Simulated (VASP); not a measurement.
# ZnS in VASP: single point with PBE

Aim: the single point of ZnS with PBE.

Program: VASP 6.6.1. These are calculated values, not measurements. Logs are shortened: lines on timing, memory, paths and dates and some standing lists are left out, and cuts for length are marked.

## 1. The cell of the first run

The typed cell holds 4 atoms: a = 3.849 Å, b = 3.849 Å, c = 5.445 Å, α = 90.00°, β = 89.94°, γ = 90.00°.

## 2. Single point, PBE

File INCAR:

```
  ALGO = Normal
  EDIFF = 1E-7
  ENCUT = 520
  GGA = PE
  ISIF = 2
  ISMEAR = 0
  LASPH = True
  LCHARG = True
  LELF = True
  LREAL = False
  LVHAR = True
  LWAVE = False
  NBANDS = 26
  NELM = 100
  PREC = Accurate
  SIGMA = 0.05
```

File KPOINTS:

```
k-points
0
Gamma
  6 6 4
```

File POSCAR:

```
ZnS
1.0
    0.0021653767     -2.7217699850     -2.7216321795
    0.0001162055      2.7215678889     -2.7214300834
    5.4453242539     -0.0020491711     -0.0022815822
Zn S
2 2
Direct
    0.4997635607      0.5000215783      0.5000016804
   -0.0001887092     -0.0000051177      0.0000185349
    0.0000577209      0.4999919185      0.2499884841
    0.5003674276     -0.0000083792      0.7499913006
```

Potentials or basis: VASP PAW PBE potentials, release 64 (Zn, S).

On the command line:

```bash
cat potpaw_PBE.64/Zn/POTCAR potpaw_PBE.64/S/POTCAR > POTCAR
mpirun -np 1 vasp_std > vasp.out
```

OUTCAR:

```text
EDIFF = 1E-7
   ENCUT = 520
   GGA = PE
   ISIF = 2
   ISMEAR = 0
   LASPH = True
   LREAL = False
   NELM = 100
   PREC = Accurate

 ion  position               nearest neighbor table
   1  0.500  0.500  0.500-   3 2.36   4 2.36   4 2.36   3 2.36
   2  1.000  1.000  0.000-   4 2.36   3 2.36   3 2.36   4 2.36
   3  0.000  0.500  0.250-   1 2.36   2 2.36   2 2.36   1 2.36
   4  0.500  1.000  0.750-   2 2.36   1 2.36   1 2.36   2 2.36

  LATTYP: Found a triclinic cell.
 ALAT       =     6.6683737966
 B/A-ratio  =     1.0005264423
 C/A-ratio  =     0.5771693214
 COS(alpha) =     0.0000200608
 COS(beta)  =     0.5772186095
 COS(gamma) =     0.6670093593

  Lattice vectors:

 A1 = (   5.4454404594,   2.7195187178,  -2.7237116656)
 A2 = (   5.4474896306,  -2.7238191561,  -2.7239137617)
 A3 = (   0.0001162055,   2.7215678889,  -2.7214300834)

Analysis of symmetry for initial positions (statically):
=====================================================================
 Subroutine PRICEL returns:
 Original cell was already a primitive cell.

 Routine SETGRP: Setting up the symmetry group for a
 triclinic supercell.

 Subroutine GETGRP returns: Found  1 space group operations
 (whereof  1 operations were pure point group operations)
 out of a pool of  2 trial point group operations.

The static configuration has the point symmetry C_1 .

Analysis of symmetry for dynamics (positions and initial velocities):
=====================================================================
 Subroutine PRICEL returns:
 Original cell was already a primitive cell.

 Routine SETGRP: Setting up the symmetry group for a
 triclinic supercell.

 Subroutine GETGRP returns: Found  1 space group operations
 (whereof  1 operations were pure point group operations)
 out of a pool of  2 trial point group operations.

The dynamic configuration has the point symmetry C_1 .

 Subroutine INISYM returns: Found  1 space group operations
 (whereof  1 operations are pure point group operations),
 and found     1 'primitive' translations

----------------------------------------------------------------------------------------

                                     Primitive cell

  volume of cell :      80.6682

  direct lattice vectors                    reciprocal lattice vectors
     0.002165377 -2.721769985 -2.721632179    -0.000146107 -0.183704042 -0.183713351
     0.000116205  2.721567889 -2.721430083    -0.000007845  0.183717626 -0.183726935
[... 89 lines left out ...]
   EDIFF  = 0.1E-06   stopping-criterion for ELM
   LREAL  =      F    real-space projection
   EDIFFG = 0.1E-05   stopping-criterion for IOM
   NSW    =      0    number of steps for IOM
   IBRION =     -1    ionic relax: 0-MD 1-quasi-New 2-CG
   NFREE  =      0    steps in history (QN), initial steepest desc. (CG)
   ISIF   =      2    stress and relaxation
   ISYM   =      2    0-nonsym 1-usesym 2-fastsym
   POTIM  = 0.5000    time-step for ionic-motion
   TEBEG  =    0.0;   TEEND  =   0.0 temperature during run
   PSTRESS=    0.0 pullay stress
   NELECT =      36.0000    total number of electrons
   NUPDOWN=      -1.0000    fix difference up-down
   EMIN   =  10.00;   EMAX   =-10.00  energy-range for DOS
   EFERMI =   0.00;   METHOD = LEGACY
   ISMEAR =     0;   SIGMA  =   0.05  broadening in eV -4-tet -1-fermi 0-gaus
   EFERMI_NEDOS =   21; number of points for ismear=-14 and -15
   IALGO  =     38    algorithm
   IMIX   =      4    mixing-type and parameters
     AMIX     =   0.40;   BMIX     =  1.00
     AMIX_MAG =   1.60;   BMIX_MAG =  1.00
  volume/ion in A,a.u.               =      20.17       136.09
  Fermi-wavevector in a.u.,A,eV,Ry     =   1.251051  2.364143 21.294859  1.565128
  Thomas-Fermi vector in A             =   2.385016
   LORBIT       =      0    0 simple, 1 ext, 2 COOP (PROOUT), +10 PAW based schemes
   GGA     = PE    functional components
   LHFCALC =     F    Hartree Fock is set to
   AEXX    =    0.0000 exact exchange contribution
   IVDW    =     0    specifies the selected vdW correction
   LEPSILON=     F    determine dielectric tensor
   LRPA    =     F    only Hartree local field effects (RPA)
 non-spin polarized calculation
 Gauss-broadening in eV      SIGMA  =   0.05
  energy-cutoff  :      520.00
  volume of cell :       80.67
 maximum number of plane-waves:      2212
 NGX is ok and might be reduce to    30
   NGX = 15   NGY = 15   NGZ = 21

 number of electron      35.9999976 magnetization

 Free energy of the ion-electron system (eV)
  ---------------------------------------------------
  ext. energy  EPLUGINS =         0.00000000
  ---------------------------------------------------
  free energy    TOTEN  =       -13.70298579 eV

  energy without entropy =      -13.70298579  energy(sigma->0) =      -13.70298579

 E-fermi :   2.1434     XC(G=0):  -9.5261

 val. band max:        1.9073283064   @ k =   0.0000   0.0000   0.0000
 cond. band min:       3.9222270125   @ k =   0.0000   0.0000   0.0000
 fundamental gap:      2.0148987062
 Fermi energy:         2.1434147275

 k-point     1 :       0.0000    0.0000    0.0000
  band No.  band energies     occupation
      1     -11.0847      2.00000
      2      -9.9002      2.00000
      3      -4.3578      2.00000
      4      -4.3506      2.00000
      5      -4.3499      2.00000
      6      -4.3491      2.00000
[... 685 lines left out ...]
     25      10.2871      0.00000
     26      10.2981      0.00000

 [... further k-points ...]

------------------------ aborting loop because EDIFF is reached ----------------------------------------

  FORCE on cell =-STRESS in cart. coord.  units (eV):
  Direction    XX          YY          ZZ          XY          YZ          ZX
  --------------------------------------------------------------------------------------
  -------------------------------------------------------------------------------------
  Total        0.0602187      0.0807901      0.0818372      0.0132880     -0.0034914      0.0151697
  in kB        1.1960239      1.6045995      1.6253960      0.2639178     -0.0693430      0.3012912
  external PRESSURE =       1.4753398 kB  Pullay stress =       0.0000000 kB

 VOLUME and BASIS-vectors are now :
 -----------------------------------------------------------------------------
  energy-cutoff  :      520.00
  volume of cell :       80.67
      direct lattice vectors                 reciprocal lattice vectors
     0.002165377 -2.721769985 -2.721632179    -0.000146107 -0.183704042 -0.183713351
     0.000116205  2.721567889 -2.721430083    -0.000007845  0.183717626 -0.183726935
     5.445324254 -0.002049171 -0.002281582     0.183643851  0.000069131  0.000076976

 POSITION                                       TOTAL-FORCE (eV/Angst)
 -----------------------------------------------------------------------------------
      2.72381     -0.00042     -2.72209        -0.000485     -0.000762     -0.000352
      0.00238      0.00030     -5.44253        -0.001418     -0.003823     -0.004119
      1.36133      1.36009     -1.36142         0.001035     -0.001274     -0.000975
      4.08515      1.35812     -4.08493         0.000868      0.005858      0.005446
 -----------------------------------------------------------------------------------
    total drift:                               -0.000016      0.000096      0.000087

  FREE ENERGIE OF THE ION-ELECTRON SYSTEM (eV)
  ---------------------------------------------------
  free  energy   TOTEN  =       -13.7029857875 eV

  energy  without entropy=      -13.7029857875  energy(sigma->0) =      -13.70298579
```

OSZICAR:

```text
N       E                     dE             d eps       ncg     rms          rms(c)
DAV:   1     0.243401021337E+03    0.24340E+03   -0.17296E+04  3960   0.166E+03
DAV:   2     0.101468127429E+02   -0.23325E+03   -0.22267E+03  4062   0.346E+02
DAV:   3    -0.139635309917E+02   -0.24110E+02   -0.23872E+02  4736   0.110E+02
DAV:   4    -0.145487915318E+02   -0.58526E+00   -0.58410E+00  4592   0.172E+01
DAV:   5    -0.145577787367E+02   -0.89872E-02   -0.89850E-02  4738   0.212E+00    0.937E+00
DAV:   6    -0.137115136112E+02    0.84627E+00   -0.16290E+00  6034   0.362E+01    0.723E+00
DAV:   7    -0.137069130211E+02    0.46006E-02   -0.11429E+00  4186   0.624E+00    0.348E+00
DAV:   8    -0.137019848150E+02    0.49282E-02   -0.33366E-02  4922   0.186E+00    0.999E-01
DAV:   9    -0.137026132780E+02   -0.62846E-03   -0.74505E-03  5346   0.131E+00    0.221E-01
DAV:  10    -0.137027812592E+02   -0.16798E-03   -0.65489E-04  4494   0.305E-01    0.854E-02
DAV:  11    -0.137029840141E+02   -0.20275E-03   -0.32796E-04  4088   0.124E-01    0.528E-02
DAV:  12    -0.137029833506E+02    0.66353E-06   -0.14657E-05  4710   0.383E-02    0.102E-02
DAV:  13    -0.137029857494E+02   -0.23988E-05   -0.43708E-06  4146   0.156E-02    0.199E-03
DAV:  14    -0.137029857875E+02   -0.38149E-07   -0.20581E-07  3830   0.109E-02
   1 F= -.13702986E+02 E0= -.13702986E+02  d E =-.761211E-13
```

stdout:

```text
POSCAR found type information on POSCAR ZnS
 POSCAR found :  2 types and       4 ions
 scaLAPACK will be used
 LDA part: xc-table for (Slater+PW92), standard interpolation
 POSCAR, INCAR and KPOINTS ok, starting setup
 FFT: planning ... GRIDC
 FFT: planning ... GRID_SOFT
 FFT: planning ... GRID
 WAVECAR not read
 entering main loop
```

Run time: 3.8 min. Hardware: 1 thread of Intel Xeon 8259CL, shared host; peak memory 0.27 GiB.

What came out:

- Free energy: -13.7030 eV
- Pressure: 0.1 GPa
- Largest force: 0.008 eV/Å
- Band gap on the k mesh: 2.01 eV

Forces on the atoms (eV/Å):
```
Zn   0.000 -0.001  0.000
Zn  -0.001 -0.004 -0.004
S    0.001 -0.001 -0.001
S    0.001  0.006  0.005
```
